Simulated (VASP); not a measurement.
A run of VASP 6.6.1 is set up as follows.

INCAR

```
SYSTEM = HfO2
PREC = Accurate
ENCUT = 520
EDIFF = 1E-8
ISMEAR = 0
SIGMA = 0.01
LREAL = .FALSE.
LASPH = .TRUE.
NELM = 60
ALGO = Normal
ISIF = 2
LWAVE = .FALSE.
LCHARG = .FALSE.
GGA = CA
IBRION = 8
NSW = 1
LEPSILON = .TRUE.
```

KPOINTS

```
regular mesh
0
G
  8 8 8
  0 0 0
```

Contents of POSCAR:

```
HfO2
1.0
    0.0000000000      2.3914379143      2.3914379143
    2.3914379143      0.0000000000      2.3914379143
    2.3914379143      2.3914379143      0.0000000000
Hf O
1 2
Direct
    0.0000000000      0.0000000000      0.0000000000
    0.2500000000      0.2500000000      0.2500000000
    0.7500000000      0.7500000000      0.7500000000
```

Potentials or basis: VASP PAW LDA potentials, release 64 (Hf_pv, O).

Run with:

```console
$ cat potpaw_LDA.64/Hf_pv/POTCAR potpaw_LDA.64/O/POTCAR > POTCAR
$ mpirun -np 1 vasp_std > vasp.out
```

(1) Estimate the electronic dielectric tensor (diagonal).

(2) Estimate the Born charges (mean of the diagonal).

(3) Predict the highest phonon frequency at Γ, LO-TO splitting left out.

## Answers

(1) 5.34.

(2) Hf +5.62; O -2.81 e.

(3) 726 cm⁻¹.

Caveat: the cell stands under pressure or tension, which shifts response properties.
